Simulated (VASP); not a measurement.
# Nb32N (a cell with a defect) in VASP: further runs

Runs on Nb32N (a cell with a defect). Level: PBE. Tasks: single point.

All numbers are computed with VASP 6.6.1; they aren't measurements. Logs are shortened: lines on timing, memory, paths and dates and some standing lists are left out, and cuts for length are marked.

### 1 The cell of the first run

The cell holds a defect, 33 atoms: a = 9.358 Å, b = 9.358 Å, c = 9.358 Å, α = 60.00°, β = 60.00°, γ = 60.00°.

### 2 Single point, PBE

The input, INCAR:

```
PREC = Accurate ; ENCUT = 520
EDIFF = 1E-6 ; ISMEAR = 1
SIGMA = 0.1 ; LREAL = Auto
LASPH = T ; NELM = 120
ALGO = Normal ; ISIF = 2
LWAVE = F ; LCHARG = F
GGA = PE ; NBANDS = 232
GGA_COMPAT = F ; KPAR = 2
NCORE = 2
```

The input, KPOINTS:

```
Automatic mesh
0
Gamma
  2 2 2
```

The input, POSCAR:

```
Nb32N
1.0
    0.0000000000      6.6171497900      6.6171497900
    6.6171497900      0.0000000000      6.6171497900
    6.6171497900      6.6171497900      0.0000000000
Nb N
32 1
Direct
    0.0030649148     -0.0021120876      0.0021920314
    0.1226739647      0.1208751540      0.1324283155
    0.2484052125      0.2453140025      0.2467266953
    0.3980715389      0.3513996318      0.3527704637
   -0.0034440055      0.0089442588      0.4983678177
    0.1237442140      0.1232045557      0.6276829348
    0.2468187289      0.2444353765      0.7554916631
    0.3742221468      0.3753783848      0.8770862356
   -0.0010710049      0.4991198786      0.0060902354
    0.1264714456      0.6231665643      0.1274934869
    0.2532007062      0.7399976055      0.2598274264
    0.3775198657      0.8743056578      0.3742087724
    0.0093788114      0.4962979688      0.5034917005
    0.1023931030      0.6470380203      0.6488063043
    0.2504857911      0.7506239329      0.7545700428
    0.3757488615      0.8675532037      0.8790104025
    0.4964098750      0.0004798894     -0.0008903380
    0.6279715787      0.1214964185      0.1221258435
    0.7554838048      0.2453980266      0.2495676466
    0.8820116946      0.3739054697      0.3726822844
    0.5041737162     -0.0059007278      0.5008029295
    0.6264704792      0.1231051171      0.6246106150
    0.7490136475      0.2530068917      0.7466002217
    0.8751304842      0.3719144312      0.8766143557
    0.5042741370      0.5010109496     -0.0090175532
    0.6261892403      0.6256902339      0.1252037548
    0.7515896810      0.7465313098      0.2535344602
    0.8773550070      0.8723001116      0.3770726943
    0.5051678753      0.5026568244      0.4972493603
    0.6287137411      0.6269483285      0.6263164854
    0.7404935139      0.7530055474      0.7542625841
    0.8716708376      0.8777796611      0.8781354034
    0.2808812040      0.4686399883      0.5313500694
```

Potentials or basis: VASP PAW PBE potentials, release 64 (Nb_sv, N).

Command:

```sh
> cat potpaw_PBE.64/Nb_sv/POTCAR potpaw_PBE.64/N/POTCAR > POTCAR
> mpirun -np 4 vasp_std > vasp.out
```

OUTCAR:

```text
PREC = Accurate
   ENCUT = 520
   EDIFF = 1E-6
   ISMEAR = 1
   LREAL = Auto
   LASPH = T
   NELM = 120
   ISIF = 2
   GGA = PE

 ion  position               nearest neighbor table
   1  0.003  0.998  0.002-  16 2.85   2 2.85  24 2.86   6 2.86  10 2.86  28 2.86  18 2.87  32 2.87

   2  0.123  0.121  0.132-   3 2.79   5 2.80  19 2.81   1 2.85  17 2.86   7 2.88   9 2.89  11 2.91

   3  0.248  0.245  0.247-   4 2.77   2 2.79  20 2.80   8 2.83  12 2.84  10 2.89  18 2.90   6 2.91

   4  0.398  0.351  0.353-  33 2.00  21 2.74  19 2.74  25 2.77   3 2.77  11 2.98  13 2.98  18 3.05

   5  0.997  0.009  0.498-  14 2.78  20 2.79   2 2.80  22 2.83   6 2.83  28 2.88  32 2.90  12 2.91

   6  0.124  0.123  0.628-   5 2.83   7 2.84  15 2.85  13 2.85   1 2.86  23 2.86  21 2.91   3 2.91

   7  0.247  0.244  0.755-  33 2.12  24 2.84   6 2.84  16 2.88   2 2.88  22 2.90   8 2.90
   8  0.374  0.375  0.877-  25 2.82   3 2.83  23 2.86  17 2.86  15 2.87   9 2.87  29 2.90   7 2.90

   9  0.999  0.499  0.006-  14 2.74  20 2.80  26 2.85  10 2.85   8 2.87   2 2.89  32 2.89  24 2.91

  10  0.126  0.623  0.127-  15 2.85   9 2.85   1 2.86  27 2.86  11 2.87  13 2.87  25 2.89   3 2.89

  11  0.253  0.740  0.260-  26 2.85  12 2.85  28 2.87  10 2.87  16 2.91   2 2.91   4 2.98  14 2.99

  12  0.378  0.874  0.374-   3 2.84  29 2.84  21 2.85  11 2.85  27 2.86  17 2.87  15 2.91   5 2.91

  13  0.009  0.496  0.503-   6 2.85  24 2.85  28 2.87  10 2.87  20 2.91  30 2.91   4 2.98  14 2.99
[... 25 lines left out ...]
  26  0.626  0.626  0.125-  31 2.84  29 2.84   9 2.85  11 2.85  27 2.86  17 2.86  19 2.91  25 2.91

  27  0.752  0.747  0.254-  20 2.85  30 2.85  12 2.86  26 2.86  10 2.86  18 2.87  28 2.87  32 2.87

  28  0.877  0.872  0.377-  19 2.85  21 2.85   1 2.86  27 2.87  11 2.87  13 2.87   5 2.88  31 2.88

  29  0.505  0.503  0.497-  33 2.12  12 2.84  26 2.84  20 2.88  30 2.88  22 2.90   8 2.90
  30  0.629  0.627  0.626-  25 2.79  31 2.80  21 2.81  27 2.85  23 2.86  29 2.88  15 2.89  13 2.91

  31  0.740  0.753  0.754-  14 2.78  16 2.79  30 2.80  22 2.83  26 2.84  28 2.88  32 2.90  24 2.91

  32  0.872  0.878  0.878-  23 2.87  17 2.87  27 2.87   1 2.87   9 2.89  15 2.89   5 2.90  31 2.90
                            14 3.04
  33  0.281  0.469  0.531-  14 2.00   4 2.00   7 2.12  29 2.12

  LATTYP: Found a face centered cubic cell.
 ALAT       =    13.2342995800

  Lattice vectors:

 A1 = (   0.0000000000,   6.6171497900,   6.6171497900)
 A2 = (   6.6171497900,   0.0000000000,   6.6171497900)
 A3 = (   6.6171497900,   6.6171497900,   0.0000000000)

Analysis of symmetry for initial positions (statically):
=====================================================================
 Subroutine PRICEL returns:
 Original cell was already a primitive cell.

 Routine SETGRP: Setting up the symmetry group for a
 face centered cubic supercell.

 Subroutine GETGRP returns: Found  1 space group operations
 (whereof  1 operations were pure point group operations)
 out of a pool of 48 trial point group operations.

The static configuration has the point symmetry C_1 .

Analysis of symmetry for dynamics (positions and initial velocities):
=====================================================================
 Subroutine PRICEL returns:
 Original cell was already a primitive cell.

 Routine SETGRP: Setting up the symmetry group for a
 face centered cubic supercell.

 Subroutine GETGRP returns: Found  1 space group operations
 (whereof  1 operations were pure point group operations)
 out of a pool of 48 trial point group operations.

The dynamic configuration has the point symmetry C_1 .

 Subroutine INISYM returns: Found  1 space group operations
 (whereof  1 operations are pure point group operations),
 and found     1 'primitive' translations

----------------------------------------------------------------------------------------

                                     Primitive cell

  volume of cell :     579.4859

  direct lattice vectors                    reciprocal lattice vectors
     0.000000000  6.617149790  6.617149790    -0.075561233  0.075561233  0.075561233
     6.617149790  0.000000000  6.617149790     0.075561233 -0.075561233  0.075561233
     6.617149790  6.617149790  0.000000000     0.075561233  0.075561233 -0.075561233

  length of vectors
     9.358062977  9.358062977  9.358062977     0.130875895  0.130875895  0.130875895

  position of ions in fractional coordinates (direct lattice)
     0.003064915  0.997887912  0.002192031
     0.122673965  0.120875154  0.132428316
     0.248405213  0.245314003  0.246726695
     0.398071539  0.351399632  0.352770464
     0.996555994  0.008944259  0.498367818
     0.123744214  0.123204556  0.627682935
[... 25 lines left out ...]
     0.871670838  0.877779661  0.878135403
     0.280881204  0.468639988  0.531350069

  ion indices of the primitive-cell ions
   primitive index   ion index
                 1           1
                 2           2
                 3           3
                 4           4
                 5           5
                 6           6
[... 25 lines left out ...]
                32          32
                33          33

----------------------------------------------------------------------------------------

 KPOINTS: Automatic mesh

Automatic generation of k-mesh.
 Grid dimensions read from file:
 generate k-points for:    2    2    2

 Generating k-lattice:

  Cartesian coordinates                     Fractional coordinates (reciprocal lattice)
    -0.037780617  0.037780617  0.037780617     0.500000000  0.000000000  0.000000000
     0.037780617 -0.037780617  0.037780617     0.000000000  0.500000000  0.000000000
     0.037780617  0.037780617 -0.037780617     0.000000000  0.000000000  0.500000000

  Length of vectors
     0.065437948  0.065437948  0.065437948

  Shift w.r.t. Gamma in fractional coordinates (k-lattice)
     0.000000000  0.000000000  0.000000000

 Subroutine IBZKPT returns following result:
 ===========================================

 Found      8 irreducible k-points:

 Following reciprocal coordinates:
            Coordinates               Weight
  0.000000  0.000000  0.000000      1.000000
  0.500000  0.000000  0.000000      1.000000
  0.000000  0.500000  0.000000      1.000000
  0.000000  0.000000  0.500000      1.000000
  0.500000  0.500000  0.500000      1.000000
  0.500000  0.500000  0.000000      1.000000
  0.000000  0.500000  0.500000      1.000000
  0.500000  0.000000  0.500000      1.000000
   k-points           NKPTS =      8   k-points in BZ     NKDIM =      8   number of bands    NBANDS=    232
   number of dos      NEDOS =    301   number of ions     NIONS =     33
   total plane-waves  NPLWV = 343000
   dimension x,y,z NGX =    70 NGY =   70 NGZ =   70
   dimension x,y,z NGXF=   140 NGYF=  140 NGZF=  140
   ions per type =              32   1
   NGX,Y,Z   is equivalent  to a cutoff of  12.44, 12.44, 12.44 a.u.
   NGXF,Y,Z  is equivalent  to a cutoff of  24.87, 24.87, 24.87 a.u.
 SYSTEM =  unknown system
   PREC   = accura    normal or accurate (medium, high low for compatibility)
   ISTART =      0    job   : 0-new  1-cont  2-samecut
   ICHARG =      2    charge: 1-file 2-atom 10-const
   ISPIN  =      1    spin polarized calculation?
   LNONCOLLINEAR =      F non collinear calculations
   LSORBIT =      F    spin-orbit coupling
   LASPH  =      T    aspherical Exc in radial PAW
   ENCUT  =  520.0 eV  38.22 Ry    6.18 a.u.  17.40 17.40 17.40*2*pi/ulx,y,z
   NELM   =    120;   NELMIN=  2; NELMDL= -5     # of ELM steps
   EDIFF  = 0.1E-05   stopping-criterion for ELM
   LREAL  =      T    real-space projection
   EDIFFG = 0.1E-04   stopping-criterion for IOM
   NSW    =      0    number of steps for IOM
   IBRION =     -1    ionic relax: 0-MD 1-quasi-New 2-CG
   NFREE  =      0    steps in history (QN), initial steepest desc. (CG)
   ISIF   =      2    stress and relaxation
   ISYM   =      2    0-nonsym 1-usesym 2-fastsym
   POTIM  = 0.5000    time-step for ionic-motion
   TEBEG  =    0.0;   TEEND  =   0.0 temperature during run
   PSTRESS=    0.0 pullay stress
   NELECT =     421.0000    total number of electrons
   NUPDOWN=      -1.0000    fix difference up-down
   EMIN   =  10.00;   EMAX   =-10.00  energy-range for DOS
   EFERMI =   0.00;   METHOD = LEGACY
   ISMEAR =     1;   SIGMA  =   0.10  broadening in eV -4-tet -1-fermi 0-gaus
   EFERMI_NEDOS =   21; number of points for ismear=-14 and -15
   IALGO  =     38    algorithm
   IMIX   =      4    mixing-type and parameters
     AMIX     =   0.40;   BMIX     =  1.00
     AMIX_MAG =   1.60;   BMIX_MAG =  1.00
  volume/ion in A,a.u.               =      17.56       118.50
  Fermi-wavevector in a.u.,A,eV,Ry     =   1.471707  2.781122 29.469134  2.165920
  Thomas-Fermi vector in A             =   2.586810
   LORBIT       =      0    0 simple, 1 ext, 2 COOP (PROOUT), +10 PAW based schemes
   GGA     = PE    functional components
   LHFCALC =     F    Hartree Fock is set to
   AEXX    =    0.0000 exact exchange contribution
   IVDW    =     0    specifies the selected vdW correction
   LEPSILON=     F    determine dielectric tensor
   LRPA    =     F    only Hartree local field effects (RPA)
 non-spin polarized calculation
 Methfessel and Paxton  Order N= 1 SIGMA  =   0.10
  energy-cutoff  :      520.00
  volume of cell :      579.49
 maximum number of plane-waves:     15644
 NGX is ok and might be reduce to    70
   NGX = 35   NGY = 35   NGZ = 35

 number of electron     421.0000005 magnetization

 Free energy of the ion-electron system (eV)
  ---------------------------------------------------
  ext. energy  EPLUGINS =         0.00000000
  ---------------------------------------------------
  free energy    TOTEN  =      -336.99322118 eV

  energy without entropy =     -336.99040009  energy(sigma->0) =     -336.99228082

 E-fermi :  11.3760     XC(G=0): -12.5291

 val. band max:       11.3733517305   @ k =   0.0000   0.5000   0.0000
 cond. band min:      11.3890015654   @ k =   0.5000   0.0000   0.5000
 fundamental gap:      0.0156498349
 Fermi energy:        11.3760286982

 k-point     1 :       0.0000    0.0000    0.0000
  band No.  band energies     occupation
      1     -43.2319      2.00000
      2     -43.1920      2.00000
      3     -43.1689      2.00000
      4     -43.1439      2.00000
      5     -43.0684      2.00000
      6     -43.0642      2.00000
[... 1789 lines left out ...]
    221      11.9567     -0.00000
    222      11.9836     -0.00000
 [bands above 222 left out]

------------------------ aborting loop because EDIFF is reached ----------------------------------------

  FORCE on cell =-STRESS in cart. coord.  units (eV):
  Direction    XX          YY          ZZ          XY          YZ          ZX
  --------------------------------------------------------------------------------------
  -------------------------------------------------------------------------------------
  Total       15.7123262      1.9699676      3.3817756      0.0242057     -0.0055009      0.0008266
  in kB       43.4418366      5.4466163      9.3500188      0.0669244     -0.0152089      0.0022855
  external PRESSURE =      19.4128239 kB  Pullay stress =       0.0000000 kB

 VOLUME and BASIS-vectors are now :
 -----------------------------------------------------------------------------
  energy-cutoff  :      520.00
  volume of cell :      579.49
      direct lattice vectors                 reciprocal lattice vectors
     0.000000000  6.617149790  6.617149790    -0.075561233  0.075561233  0.075561233
     6.617149790  0.000000000  6.617149790     0.075561233 -0.075561233  0.075561233
     6.617149790  6.617149790  0.000000000     0.075561233  0.075561233 -0.075561233

 POSITION                                       TOTAL-FORCE (eV/Angst)
 -----------------------------------------------------------------------------------
      6.61768      0.03479      6.62345        -0.003733      0.104479      0.091831
      1.67615      1.68805      1.61160        -0.039975     -0.012226      0.047684
      3.25591      3.27636      3.26701         0.013369     -0.012689     -0.038879
      4.65960      4.96843      4.95936        -0.466187      0.145068     -0.000865
      3.35696      9.89213      6.65355        -0.003698     -0.005970      0.034014
      4.96874      4.97231      1.63410        -0.003644      0.087649      0.015215
[... 25 lines left out ...]
     11.61915     11.57873     11.57638         0.111534      0.022377      0.000836
      6.61708      5.37466      4.95969         0.001525     -1.752274      0.001952
 -----------------------------------------------------------------------------------
    total drift:                                0.000729     -0.007852      0.000694

  FREE ENERGIE OF THE ION-ELECTRON SYSTEM (eV)
  ---------------------------------------------------
  free  energy   TOTEN  =      -336.9932211801 eV

  energy  without entropy=     -336.9904000903  energy(sigma->0) =     -336.99228082
```

Wall time 23 min (4 MPI ranks of AMD EPYC 7R43 (Zen 3), shared host); peak memory 0.62 GiB.

Results:

```
Free energy            : -336.9932 eV
Pressure               : 1.9 GPa
Largest force          : 1.752 eV/Å
Band gap on the k mesh : zero (an odd number of electrons rules out a gap without spin polarisation)
```

Forces in eV/Å, atoms in the order of the input:
```
Nb  -0.004  0.104  0.092
Nb  -0.040 -0.012  0.048
Nb   0.013 -0.013 -0.039
Nb  -0.466  0.145 -0.001
Nb  -0.004 -0.006  0.034
Nb  -0.004  0.088  0.015
Nb   0.003 -0.069  0.552
Nb   0.000  0.093 -0.001
Nb   0.060  0.087 -0.081
Nb   0.016 -0.019 -0.001
Nb   0.002  0.287 -0.231
Nb   0.010  0.081 -0.010
Nb   0.002  0.289  0.235
Nb   0.457  0.140  0.001
Nb   0.061  0.087  0.078
Nb   0.032 -0.002  0.052
Nb   0.008  0.008 -0.071
Nb  -0.108  0.017  0.000
Nb  -0.071  0.087  0.086
Nb   0.029  0.001 -0.053
Nb  -0.067  0.088 -0.088
Nb  -0.012  0.100 -0.001
Nb   0.006  0.004  0.072
Nb   0.009  0.080  0.012
Nb   0.015 -0.016  0.042
Nb  -0.004  0.088 -0.012
Nb  -0.003  0.109 -0.092
Nb  -0.020 -0.034 -0.002
Nb   0.004 -0.072 -0.556
Nb  -0.037 -0.010 -0.050
Nb  -0.001 -0.001 -0.031
Nb   0.112  0.022  0.001
N    0.002 -1.752  0.002
```

Stress tensor (GPa, compression positive):
```
4.34 0.01 0.00
0.01 0.54 0.00
0.00 0.00 0.94
```

Caveat: the k points lie up to 0.41 Å⁻¹ apart, too coarse for converged energies and pressures of a metal.

### 3 Single point, PBE

The input, INCAR:

```
SYSTEM = Nb32N
PREC = Accurate ; ENCUT = 520
EDIFF = 1E-6 ; ISMEAR = 1
SIGMA = 0.1 ; LREAL = Auto
LASPH = .True. ; NELM = 120
ALGO = Normal ; ISIF = 2
LWAVE = .False. ; LCHARG = .False.
GGA = PE ; NBANDS = 232
GGA_COMPAT = .False. ; KPAR = 2
NCORE = 2
```

The input, KPOINTS:

```
regular mesh
0
Gamma
  2 2 2
  0 0 0
```

The input, POSCAR:

```
Nb32N
1.0
    0.0000000000      6.6171497900      6.6171497900
    6.6171497900      0.0000000000      6.6171497900
    6.6171497900      6.6171497900      0.0000000000
Nb N
32 1
Direct
   -0.0018100693     -0.0047601310      0.0048968969
    0.1221877282      0.1198169189      0.1359592164
    0.2504649362      0.2457775706      0.2477179831
    0.3791927914      0.3703388283      0.3712183611
   -0.0024405523      0.0054190250      0.5003933121
    0.1219441188      0.1222901892      0.6258890355
    0.2277511539      0.2257926067      0.7741749337
    0.3729204534      0.3766356481      0.8672603284
   -0.0002665800      0.5008824200      0.0016448169
    0.1296695749      0.6199308056      0.1275691237
    0.2520324540      0.7498463323      0.2498111049
    0.3757538485      0.8788768102      0.3722425180
   -0.0003963187      0.4974560958      0.5021777662
    0.1209484484      0.6285641299      0.6297332133
    0.2487072308      0.7498078716      0.7527704764
    0.3778733411      0.8639448526      0.8800283634
    0.4996064930      0.0004548786     -0.0009135353
    0.6230389414      0.1264337406      0.1248232285
    0.7510131488      0.2473402525      0.2504249643
    0.8855730467      0.3717729805      0.3722370776
    0.5021535110     -0.0013817127      0.4991706558
    0.6163716448      0.1331543834      0.6233612100
    0.7490865641      0.2498006018      0.7497530141
    0.8705735374      0.3737469422      0.8774243722
    0.5038246233      0.4989800903     -0.0055575287
    0.6271168300      0.6275581076      0.1207013632
    0.7542622819      0.7513873280      0.2487376820
    0.8772715118      0.8723441638      0.3803927794
    0.5237275277      0.5216837475      0.4782691341
    0.6297119806      0.6274267066      0.6283156090
    0.7440725473      0.7519866798      0.7537676580
    0.8743788766      0.8750799338      0.8732988044
    0.3451962813      0.4042998247      0.5956606130
```

Potentials or basis: VASP PAW PBE potentials, release 64 (Nb_sv, N).

Command:

```sh
> cat potpaw_PBE.64/Nb_sv/POTCAR potpaw_PBE.64/N/POTCAR > POTCAR
> mpirun -np 4 vasp_std > vasp.out
```

It took 15 min on 4 MPI ranks of Intel Xeon Platinum 8488C (Sapphire Rapids), shared host; peak memory 0.65 GiB.

The run converged. Its results:

```
Free energy            : -336.9951 eV
Pressure               : 1.9 GPa
Largest force          : 1.748 eV/Å
Band gap on the k mesh : zero (an odd number of electrons rules out a gap without spin polarisation)
```

Forces on the atoms (eV/Å):
```
Nb  -0.004 -0.021 -0.117
Nb   0.032  0.002  0.005
Nb   0.052  0.003  0.034
Nb   0.566  0.082 -0.002
Nb  -0.047  0.009 -0.040
Nb  -0.074 -0.082 -0.060
Nb   0.003 -0.150 -0.445
Nb  -0.240 -0.294 -0.001
Nb  -0.015 -0.086  0.001
Nb  -0.071 -0.004 -0.003
Nb   0.003 -0.098  0.004
Nb   0.085 -0.085  0.064
Nb   0.004 -0.097  0.000
Nb  -0.565  0.077 -0.001
Nb  -0.016 -0.088 -0.002
Nb  -0.036  0.009  0.010
Nb   0.006  0.029  0.024
Nb   0.091 -0.107  0.000
Nb   0.004 -0.086  0.005
Nb  -0.038  0.011 -0.013
Nb   0.005 -0.084 -0.006
Nb   0.224 -0.281  0.000
Nb   0.005  0.023 -0.023
Nb   0.083 -0.086 -0.063
Nb   0.055  0.001 -0.032
Nb  -0.078 -0.082  0.064
Nb  -0.003 -0.018  0.116
Nb   0.068 -0.012 -0.003
Nb   0.004 -0.147  0.453
Nb   0.033  0.005 -0.008
Nb  -0.046  0.013  0.041
Nb  -0.087 -0.103  0.001
N   -0.005  1.748 -0.003
```

Stress tensor (GPa, compression positive):
```
0.93 0.00 0.00
0.00 0.55 0.00
0.00 0.00 4.35
```

Levels at points of the mesh, in eV from the Fermi level:
| k point | band 208 | band 209 | band 210 | band 211 | band 212 | band 213 |
| --- | --- | --- | --- | --- | --- | --- |
| (0.00, 0.00, 0.00) | -1.10 | -1.07 | -0.71 | 0.03 | 0.22 | 0.23 |
| (0.50, 0.00, 0.00) | -0.10 | -0.07 | 0.00 | 0.03 | 0.04 | 0.08 |
| (0.00, 0.50, 0.00) | -0.10 | -0.07 | 0.00 | 0.03 | 0.04 | 0.08 |
| (0.00, 0.00, 0.50) | -0.10 | -0.06 | 0.00 | 0.03 | 0.03 | 0.08 |
| (0.50, 0.50, 0.50) | -0.10 | -0.06 | 0.00 | 0.03 | 0.04 | 0.07 |
| (0.50, 0.50, 0.00) | -0.32 | -0.23 | -0.22 | -0.05 | 0.07 | 0.10 |
| (0.00, 0.50, 0.50) | -0.28 | -0.26 | -0.25 | -0.19 | -0.05 | 0.12 |
| (0.50, 0.00, 0.50) | -0.32 | -0.29 | -0.20 | -0.20 | 0.01 | 0.13 |

Caveat: the k points lie up to 0.41 Å⁻¹ apart, too coarse for converged energies and pressures of a metal.
